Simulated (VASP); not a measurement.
# Ca2YGe2 (I4/mmm) in VASP: single point with PBE

Aim: the single point of Ca2YGe2 with PBE.

Everything below comes from runs of VASP 6.6.1. Logs are shortened: lines on timing, memory, paths and dates and some standing lists are left out, and cuts for length are marked.

## 1. The cell of the first run

Symmetry: I4/mmm, No. 139, tetragonal system. The conventional cell has a = 4.627 Å, b = 4.627 Å, c = 10.773 Å, α = 90.00°, β = 90.00°, γ = 90.00°. Y (site symmetry 4/mmm) has 8 Ca at 3.55 Å and 10 Ge at 3.55 to 4.00 Å and 4 Y at 4.63 Å within 4.7 Å. Within 3.6 Å of Ca (site symmetry -4m2) lie 4 Ge at 2.66 Å and 4 Ca at 3.27 Å and 4 Y at 3.55 Å. Within 3.6 Å of Ge (site symmetry 4mm) lie 4 Ca at 2.66 Å and 1 Ge at 2.78 Å and 4 Y at 3.55 Å.

## 2. Single point, PBE

The input, INCAR:

```
PREC = Accurate
ENCUT = 520
EDIFF = 1E-7
ISMEAR = -1
SIGMA = 0.1
LREAL = F
LASPH = T
NELM = 80
ALGO = Normal
ISIF = 2
LWAVE = F
LCHARG = T
GGA = PE
LELF = T
LVHAR = T
NBANDS = 38
```

The input, KPOINTS:

```
Automatic mesh
0
Gamma
  8 8 8
```

The input, POSCAR:

```
Ca2YGe2
1.0
    0.0000000000      4.6269370000      0.0000000000
    4.6269370000      0.0000000000      0.0000000000
    2.3134690000      2.3134690000     -5.3864120000
Y Ca Ge
1 2 2
Direct
    0.0000000000      0.0000000000      0.0000000000
    0.7500000000      0.2500000000      0.5000000000
    0.2500000000      0.7500000000      0.5000000000
    0.3710000000      0.3710000000      0.2580000000
    0.6290000000      0.6290000000      0.7420000000
```

Potentials or basis: VASP PAW PBE potentials, release 64 (Y_sv, Ca_sv, Ge_d).

Run with:

```
$ cat potpaw_PBE.64/Y_sv/POTCAR potpaw_PBE.64/Ca_sv/POTCAR potpaw_PBE.64/Ge_d/POTCAR > POTCAR
$ mpirun -np 1 vasp_std > vasp.out
```

OUTCAR:

```text
PREC = Accurate
   ENCUT = 520
   EDIFF = 1E-7
   ISMEAR = -1
   LREAL = F
   LASPH = T
   NELM = 80
   ISIF = 2
   GGA = PE

 ion  position               nearest neighbor table
   1  0.000  0.000  0.000-   2 3.55   3 3.55   2 3.55   3 3.55   2 3.55   3 3.55   2 3.55   3 3.55
                             5 3.55   4 3.55   4 3.55   5 3.55   4 3.55   5 3.55   5 3.55   4 3.55
   2  0.750  0.250  0.500-   4 2.66   5 2.66   5 2.66   4 2.66   1 3.55   1 3.55   1 3.55   1 3.55

   3  0.250  0.750  0.500-   4 2.66   5 2.66   5 2.66   4 2.66   1 3.55   1 3.55   1 3.55   1 3.55

   4  0.371  0.371  0.258-   3 2.66   2 2.66   2 2.66   3 2.66   5 2.78   1 3.55   1 3.55   1 3.55
                             1 3.55
   5  0.629  0.629  0.742-   3 2.66   2 2.66   2 2.66   3 2.66   4 2.78   1 3.55   1 3.55   1 3.55
                             1 3.55

  LATTYP: Found a body centered tetragonal cell.
 ALAT       =     4.6269370000
 C/A-ratio  =     2.3282841327

  Lattice vectors:

 A1 = (  -2.3134690000,   2.3134680000,   5.3864120000)
 A2 = (   2.3134680000,  -2.3134690000,   5.3864120000)
 A3 = (   2.3134690000,   2.3134690000,  -5.3864120000)

Analysis of symmetry for initial positions (statically):
=====================================================================
 Subroutine PRICEL returns:
 Original cell was already a primitive cell.

 Routine SETGRP: Setting up the symmetry group for a
 body centered tetragonal supercell.

 Subroutine GETGRP returns: Found 16 space group operations
 (whereof 16 operations were pure point group operations)
 out of a pool of 16 trial point group operations.

The static configuration has the point symmetry D_4h.

Analysis of symmetry for dynamics (positions and initial velocities):
=====================================================================
 Subroutine PRICEL returns:
 Original cell was already a primitive cell.

 Routine SETGRP: Setting up the symmetry group for a
 body centered tetragonal supercell.

 Subroutine GETGRP returns: Found 16 space group operations
 (whereof 16 operations were pure point group operations)
 out of a pool of 16 trial point group operations.

The dynamic configuration has the point symmetry D_4h.

 Subroutine INISYM returns: Found 16 space group operations
 (whereof 16 operations are pure point group operations),
 and found     1 'primitive' translations

----------------------------------------------------------------------------------------

                                     Primitive cell

  volume of cell :     115.3152

  direct lattice vectors                    reciprocal lattice vectors
     0.000000000  4.626937000  0.000000000     0.000000000  0.216125700  0.092826191
     4.626937000  0.000000000  0.000000000     0.216125700  0.000000000  0.092826191
     2.313469000  2.313469000 -5.386412000     0.000000000  0.000000000 -0.185652341

  length of vectors
     4.626937000  4.626937000  6.302198970     0.235216964  0.235216964  0.185652341

  position of ions in fractional coordinates (direct lattice)
     0.000000000  0.000000000  0.000000000
     0.750000000  0.250000000  0.500000000
     0.250000000  0.750000000  0.500000000
     0.371000000  0.371000000  0.258000000
     0.629000000  0.629000000  0.742000000

  ion indices of the primitive-cell ions
   primitive index   ion index
                 1           1
                 2           2
                 3           3
                 4           4
                 5           5

----------------------------------------------------------------------------------------

 KPOINTS: Automatic mesh

Automatic generation of k-mesh.
 Grid dimensions read from file:
 generate k-points for:    8    8    8

 Generating k-lattice:

  Cartesian coordinates                     Fractional coordinates (reciprocal lattice)
     0.000000000  0.027015713  0.011603274     0.125000000  0.000000000  0.000000000
     0.027015713  0.000000000  0.011603274     0.000000000  0.125000000  0.000000000
     0.000000000  0.000000000 -0.023206543     0.000000000  0.000000000  0.125000000

  Length of vectors
     0.029402120  0.029402120  0.023206543

  Shift w.r.t. Gamma in fractional coordinates (k-lattice)
     0.000000000  0.000000000  0.000000000

 Subroutine IBZKPT returns following result:
 ===========================================

 Found     59 irreducible k-points:

 Following reciprocal coordinates:
            Coordinates               Weight
  0.000000  0.000000  0.000000      1.000000
  0.125000  0.000000  0.000000      8.000000
  0.250000  0.000000  0.000000      8.000000
  0.375000  0.000000  0.000000      8.000000
  0.500000  0.000000  0.000000      4.000000
  0.125000  0.125000  0.000000      8.000000
[... 16 lines left out ...]
  0.250000  0.000000  0.125000      4.000000
  0.375000  0.000000  0.125000      8.000000
 [... further k-points ...]
   k-points           NKPTS =     59   k-points in BZ     NKDIM =     59   number of bands    NBANDS=     38
   number of dos      NEDOS =    301   number of ions     NIONS =      5
   total plane-waves  NPLWV =  62208
   dimension x,y,z NGX =    36 NGY =   36 NGZ =   48
   dimension x,y,z NGXF=    72 NGYF=   72 NGZF=   96
   ions per type =               1   2   2
   NGX,Y,Z   is equivalent  to a cutoff of  12.93, 12.93, 12.66 a.u.
   NGXF,Y,Z  is equivalent  to a cutoff of  25.87, 25.87, 25.32 a.u.
 SYSTEM =  unknown system
   PREC   = accura    normal or accurate (medium, high low for compatibility)
   ISTART =      0    job   : 0-new  1-cont  2-samecut
   ICHARG =      2    charge: 1-file 2-atom 10-const
   ISPIN  =      1    spin polarized calculation?
   LNONCOLLINEAR =      F non collinear calculations
   LSORBIT =      F    spin-orbit coupling
   LASPH  =      T    aspherical Exc in radial PAW
   ENCUT  =  520.0 eV  38.22 Ry    6.18 a.u.   8.60  8.60 11.72*2*pi/ulx,y,z
   NELM   =     80;   NELMIN=  2; NELMDL= -5     # of ELM steps
   EDIFF  = 0.1E-06   stopping-criterion for ELM
   LREAL  =      F    real-space projection
   EDIFFG = 0.1E-05   stopping-criterion for IOM
   NSW    =      0    number of steps for IOM
   IBRION =     -1    ionic relax: 0-MD 1-quasi-New 2-CG
   NFREE  =      0    steps in history (QN), initial steepest desc. (CG)
   ISIF   =      2    stress and relaxation
   ISYM   =      2    0-nonsym 1-usesym 2-fastsym
   POTIM  = 0.5000    time-step for ionic-motion
   TEBEG  =    0.0;   TEEND  =   0.0 temperature during run
   PSTRESS=    0.0 pullay stress
   NELECT =      59.0000    total number of electrons
   NUPDOWN=      -1.0000    fix difference up-down
   EMIN   =  10.00;   EMAX   =-10.00  energy-range for DOS
   EFERMI =   0.00;   METHOD = LEGACY
   ISMEAR =    -1;   SIGMA  =   0.10  broadening in eV -4-tet -1-fermi 0-gaus
   EFERMI_NEDOS =   21; number of points for ismear=-14 and -15
   IALGO  =     38    algorithm
   IMIX   =      4    mixing-type and parameters
     AMIX     =   0.40;   BMIX     =  1.00
     AMIX_MAG =   1.60;   BMIX_MAG =  1.00
  volume/ion in A,a.u.               =      23.06       155.64
  Fermi-wavevector in a.u.,A,eV,Ry     =   1.309373  2.474355 23.326599  1.714457
  Thomas-Fermi vector in A             =   2.439976
   LORBIT       =      0    0 simple, 1 ext, 2 COOP (PROOUT), +10 PAW based schemes
   GGA     = PE    functional components
   LHFCALC =     F    Hartree Fock is set to
   AEXX    =    0.0000 exact exchange contribution
   IVDW    =     0    specifies the selected vdW correction
   LEPSILON=     F    determine dielectric tensor
   LRPA    =     F    only Hartree local field effects (RPA)
 non-spin polarized calculation
  energy-cutoff  :      520.00
  volume of cell :      115.32
 maximum number of plane-waves:      3140
 NGX is ok and might be reduce to    36
   NGX = 17   NGY = 17   NGZ = 23

 number of electron      59.0000002 magnetization

 Free energy of the ion-electron system (eV)
  ---------------------------------------------------
  ext. energy  EPLUGINS =         0.00000000
  ---------------------------------------------------
  free energy    TOTEN  =       -19.08514482 eV

  energy without entropy =      -18.98505073  energy(sigma->0) =      -19.03509777

 E-fermi :   4.5879     XC(G=0): -10.1487

 val. band max:        4.5784631204   @ k =  -0.2500  -0.2500   0.1250
 cond. band min:       4.6150822023   @ k =   0.3750   0.0000   0.1250
 fundamental gap:      0.0366190819
 Fermi energy:         4.5878783155

 k-point     1 :       0.0000    0.0000    0.0000
  band No.  band energies     occupation
      1     -38.7422      2.00000
      2     -35.2539      2.00000
      3     -35.1519      2.00000
      4     -19.2063      2.00000
      5     -19.1858      2.00000
      6     -19.1858      2.00000
[... 30 lines left out ...]
     37       7.5695      0.00000
     38       8.4112      0.00000

 k-point     2 :       0.1250    0.0000    0.0000
  band No.  band energies     occupation
      1     -38.7421      2.00000
      2     -35.2500      2.00000
      3     -35.1557      2.00000
      4     -19.2067      2.00000
      5     -19.1874      2.00000
      6     -19.1850      2.00000
[... 30 lines left out ...]
     37       7.5257      0.00000
     38       8.6351      0.00000

 k-point     3 :       0.2500    0.0000    0.0000
  band No.  band energies     occupation
      1     -38.7419      2.00000
      2     -35.2388      2.00000
      3     -35.1666      2.00000
      4     -19.2079      2.00000
      5     -19.1900      2.00000
      6     -19.1821      2.00000
[... 30 lines left out ...]
     37       7.5859      0.00000
[... 781 lines left out ...]
 k-point    23 :       0.2500    0.0000    0.1250
  band No.  band energies     occupation
      1     -38.7419      2.00000
      2     -35.2387      2.00000
      3     -35.1666      2.00000
      4     -19.2068      2.00000
      5     -19.1876      2.00000
      6     -19.1789      2.00000
[... 30 lines left out ...]
     37       7.5636      0.00000
     38       8.8183      0.00000

 k-point    24 :       0.3750    0.0000    0.1250
  band No.  band energies     occupation
      1     -38.7417      2.00000
      2     -35.2220      2.00000
      3     -35.1830      2.00000
      4     -19.2080      2.00000
      5     -19.1900      2.00000
      6     -19.1754      2.00000
[... 30 lines left out ...]
     37       7.6585      0.00000
     38       8.0835      0.00000

 [... further k-points ...]

------------------------ aborting loop because EDIFF is reached ----------------------------------------

  FORCE on cell =-STRESS in cart. coord.  units (eV):
  Direction    XX          YY          ZZ          XY          YZ          ZX
  --------------------------------------------------------------------------------------
  -------------------------------------------------------------------------------------
  Total        9.8935806      9.8935806     10.6261388      0.0000000     -0.0000010     -0.0000010
  in kB      137.4603152    137.4603152    147.6383991      0.0000000     -0.0000137     -0.0000137
  external PRESSURE =     140.8530098 kB  Pullay stress =       0.0000000 kB

 VOLUME and BASIS-vectors are now :
 -----------------------------------------------------------------------------
  energy-cutoff  :      520.00
  volume of cell :      115.32
      direct lattice vectors                 reciprocal lattice vectors
     0.000000000  4.626937000  0.000000000     0.000000000  0.216125700  0.092826191
     4.626937000  0.000000000  0.000000000     0.216125700  0.000000000  0.092826191
     2.313469000  2.313469000 -5.386412000     0.000000000  0.000000000 -0.185652341

 POSITION                                       TOTAL-FORCE (eV/Angst)
 -----------------------------------------------------------------------------------
      0.00000      0.00000      0.00000        -0.000000     -0.000000      0.000000
      2.31347      4.62694     -2.69321        -0.000000     -0.000000      0.000000
      4.62694      2.31347     -2.69321         0.000000      0.000000      0.000000
      2.31347      2.31347     -1.38969        -0.000000     -0.000000      3.380872
      4.62694      4.62694     -3.99672         0.000000      0.000000     -3.380872
 -----------------------------------------------------------------------------------
    total drift:                                0.000000      0.000000      0.000000

  FREE ENERGIE OF THE ION-ELECTRON SYSTEM (eV)
  ---------------------------------------------------
  free  energy   TOTEN  =       -19.0851448204 eV

  energy  without entropy=      -18.9850507293  energy(sigma->0) =      -19.03509777
```

Run time: 9 min. Hardware: 1 thread of AMD EPYC 7R43 (Zen 3), shared host; peak memory 0.38 GiB.

Results:

| Quantity | Value |
| --- | --- |
| Free energy | -19.0851 eV |
| Pressure | 14.1 GPa |
| Largest force | 3.381 eV/Å |
| Band gap on the k mesh | zero (an odd number of electrons rules out a gap without spin polarisation) |

Forces on the atoms (eV/Å):
```
Y    0.000  0.000  0.000
Ca   0.000  0.000  0.000
Ca   0.000  0.000  0.000
Ge   0.000  0.000  3.381
Ge   0.000  0.000 -3.381
```

Levels at points of the mesh, in eV from the Fermi level:
```
           k point  band 28  band 29  band 30  band 31  band 32  band 33
(0.00, 0.00, 0.00)    -0.47    -0.24    -0.24     0.41     0.64     0.96
(0.50, 0.00, 0.00)    -0.71    -0.43     0.03     0.89     1.24     2.35
(0.50, 0.50, 0.00)    -1.58    -0.45    -0.11     0.50     1.78     2.27
(0.00, 0.00, 0.50)    -0.78    -0.78    -0.18     0.49     1.10     1.53
```

Caveat: the cell stands under pressure; forces of over 1 eV/Å act on the atoms, so gaps and moduli don't describe the material at rest.
